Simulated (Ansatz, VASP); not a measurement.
**One calculation of Ti, two programs**

The input INCAR:

```
PREC = Accurate ; ENCUT = 520
EDIFF = 1E-7 ; ISMEAR = -1
SIGMA = 0.1 ; LREAL = False
LASPH = True ; NELM = 150
ALGO = Normal ; ISIF = 2
LWAVE = False ; LCHARG = False
MAGMOM = 0 0 0 0 0 0 ; LORBIT = 11
LSORBIT = True ; GGA_COMPAT = False
LORBMOM = True ; LMAXMIX = 4
GGA = PS ; NBANDS = 36
```

The input KPOINTS:

```
Automatic mesh
0
Gamma
  12 12 7
```

Contents of POSCAR:

```
Ti
1.0
    2.9009535275      0.0000000000      0.0000000000
   -1.4504767637      2.5122994500      0.0000000000
    0.0000000000      0.0000000000      4.5953012972
Ti
2
Direct
    0.3333333333      0.6666666667      0.2500000000
    0.6666666667      0.3333333333      0.7500000000
```

Input for Ansatz:

```yaml
crystal:
  lattice:
    - [2.9009535275, 0.0, 0.0]
    - [-1.4504767637, 2.51229945, 0.0]
    - [0.0, 0.0, 4.5953012972]
  atoms:
    - { symbol: Ti, position: [0.3333333333, 0.6666666667, 0.25] }
    - { symbol: Ti, position: [0.6666666667, 0.3333333333, 0.75] }
hamiltonian:
  xc: pbesol
  pseudopotentials:
    kind: paw_fr
    azcp:
      Ti: "pseudopotentials/Ti.paw.azcp"
basis:
  ecutwfc: 420
  fft_grid_basis: typed
kpoints:
  mp_grid: { grid: [12, 12, 7], shift: [0, 0, 0] }
magnetization:
  noncollinear: true
  spin_orbit: true
scf:
  occupations: { method: fermi_dirac, width: 0.1 }
```

Alike in both runs: task single point; functional PBEsol; k mesh 12 × 12 × 7; occupations fermi-dirac, width 0.1 eV; non-collinear spin, spin-orbit coupling.

|  | VASP | Ansatz |
| --- | --- | --- |
| version | VASP 6.6.1 | Ansatz 0.2.0 |
| potentials or method | VASP PAW PBE potentials, release 64 (Ti_sv), cutoff 520 eV | plane waves (420 eV) with PAW, fully relativistic with spin-orbit coupling |
| valence electrons in the cell | 24 | 24 |

```csv
,VASP,Ansatz,Ansatz less VASP
net moment per atom (μB),0.00,0.00,0.000
```

VASP's potentials were made for PBE, not for PBEsol, and Ansatz warns of the same on its side.
